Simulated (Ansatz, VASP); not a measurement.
## Two plane-wave programs on Tl

The input INCAR:

```
ALGO = Normal
EDIFF = 1E-6
ENCUT = 520
GGA = PE
ISIF = 2
ISMEAR = 0
LASPH = True
LCHARG = False
LREAL = False
LWAVE = False
NBANDS = 12
NELM = 100
PREC = Accurate
SIGMA = 0.05
```

File KPOINTS:

```
k-points
0
Gamma
  8 8 8
```

Contents of POSCAR:

```
Tl
1.0
   -1.9906559949      1.9906559949      1.9906559949
    1.9906559949     -1.9906559949      1.9906559949
    1.9906559949      1.9906559949     -1.9906559949
Tl
1
Direct
    0.0000000000      0.0000000000      0.0000000000
```

Input for Ansatz:

```yaml
crystal:
  lattice:
    - [-1.9906559949, 1.9906559949, 1.9906559949]
    - [1.9906559949, -1.9906559949, 1.9906559949]
    - [1.9906559949, 1.9906559949, -1.9906559949]
  atoms:
    - { symbol: Tl, position: [0.0, 0.0, 0.0] }
basis:
  ecutwfc: 420
  ecutrho_ratio: 4
kpoints:
  mp_grid: { grid: [8, 8, 8] }
hamiltonian:
  xc: pbe
scf:
  occupations: { method: gaussian, width: 0.05 }
output:
  forces: true
  stress: true
  eigenvalues: true
```

Alike in both runs: task single point; functional PBE; k mesh 8 × 8 × 8; occupations gaussian, width 0.05 eV; no spin polarisation.

|  | VASP | Ansatz |
| --- | --- | --- |
| version | VASP 6.6.1 | Ansatz 0.2.0 |
| potentials or method | VASP PAW PBE potentials, release 64 (Tl_d), cutoff 520 eV | scalar-relativistic, plane waves, PAW |
| valence electrons in the cell | 13 | 13 |

VASP gave:

| Item | Value |
| --- | --- |
| gap on the k mesh at the Fermi level (eV) | none |
| pressure (GPa) | 0.0 |

Question: Estimate Ansatz's values.

Answer: gap on the k mesh at the Fermi level (eV): none; pressure (GPa): 0.1.

A gap of «none» marks a metal or a gap that the smearing closes. The functional is the same, so the differences come from potentials, cutoffs and numerics.

Neither program's run includes spin-orbit coupling.
